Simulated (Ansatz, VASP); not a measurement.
# One calculation of CrB3S2, two programs

```
Cr B S
1.0
     2.90572    0.00000    0.00000
    -1.45286    2.51643    0.00000
     0.00000    0.00000   16.31729
Cr B S
2 6 4
Direct
  0.00000 0.00000 0.75000
  0.00000 0.00000 0.25000
  0.66667 0.33333 0.34238
  0.33333 0.66667 0.84238
  0.33333 0.66667 0.65762
  0.66667 0.33333 0.15762
  0.00000 0.00000 0.50000
  0.00000 0.00000 0.00000
  0.33333 0.66667 0.41698
  0.66667 0.33333 0.91698
  0.33333 0.66667 0.08302
  0.66667 0.33333 0.58302
```

Change from the starting cell: species swapped into the Ti3AlC2 type (P6_3/mmc, No. 194).

Alike in both runs: functional PBE; k mesh 6 × 6 × 1; occupations gaussian, width 0.1 eV; collinear spin.

Ansatz relaxed the structure, and its values are those at the end. VASP's run is a single point on that final structure, the one shown.

|  | VASP | Ansatz |
| --- | --- | --- |
| version | VASP 6.6.1 | Ansatz 0.2.0 |
| potentials or method | VASP PAW PBE potentials, release 64 (Cr_pv, B, S), cutoff 520 eV | scalar-relativistic, plane waves, PAW |
| valence electrons in the cell | 66 | 70 |

|  | VASP | Ansatz | Ansatz less VASP |
| --- | --- | --- | --- |
| gap on the k mesh at the Fermi level (eV) | none | none | - |
| pressure (GPa) | -0.4 | -0.3 | +0.14 |
| rms of the force components (eV/Å) | 0.006 | 0.007 | +0.0008 |
| net moment per atom (μB) | 0.17 | 0.17 | -0.001 |
| size of the moment on the site where the two differ most (μB) | 1.04 | 0.93 | -0.110 |

Site moments also hang on the region over which each program counts them. A gap of «none» marks a metal or a gap that the smearing closes. VASP's potentials hold 66 valence electrons a cell and Ansatz's 70, so a difference there can come from the potentials and not from the codes.

The k mesh is coarse, so the values compare programs but aren't converged.
